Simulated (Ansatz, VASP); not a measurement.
# One calculation of SnSbS2, two programs

```xyz
4
Lattice="5.2659 0.0000 0.0000 0.0000 5.2659 0.0000 0.0000 0.0000 3.5556" Properties=species:S:1:pos:R:3 pbc="T T T"
Sn    2.6329    2.6329    1.7778
Sb    0.0000    0.0000    0.0000
S     0.0000    2.6329    0.4391
S     2.6329    0.0000    3.1165
```

Change from the starting cell: species swapped into the ZnSnP2 type (P-4m2, No. 115).

Alike in both runs: functional PBE; k mesh 10 × 10 × 14; occupations gaussian, width 0.1 eV; no spin polarisation.

Ansatz relaxed the structure, and its values are those at the end. VASP's run is a single point on that final structure, the one shown.

```csv
,VASP,Ansatz
version,VASP 6.6.1,Ansatz 0.2.0
potentials or method,"VASP PAW PBE potentials, release 64 (Sn_d, Sb, S), cutoff 520 eV","scalar-relativistic, plane waves, PAW"
valence electrons in the cell,31,41
```

VASP gave:

```
gap on the k mesh at the Fermi level (eV) : none
pressure (GPa)                            : -0.1
rms of the force components (eV/Å)        : 0.003
```

Question: What did Ansatz give for the same quantities?

Answer: gap on the k mesh at the Fermi level (eV): none; pressure (GPa): 0.0; rms of the force components (eV/Å): 0.002.

A gap of «none» marks a metal or a gap that the smearing closes. The functional is the same, so the differences come from potentials, cutoffs and numerics. VASP's potentials hold 31 valence electrons a cell and Ansatz's 41, so a difference there can come from the potentials and not from the codes.

Spin-orbit coupling is off throughout.
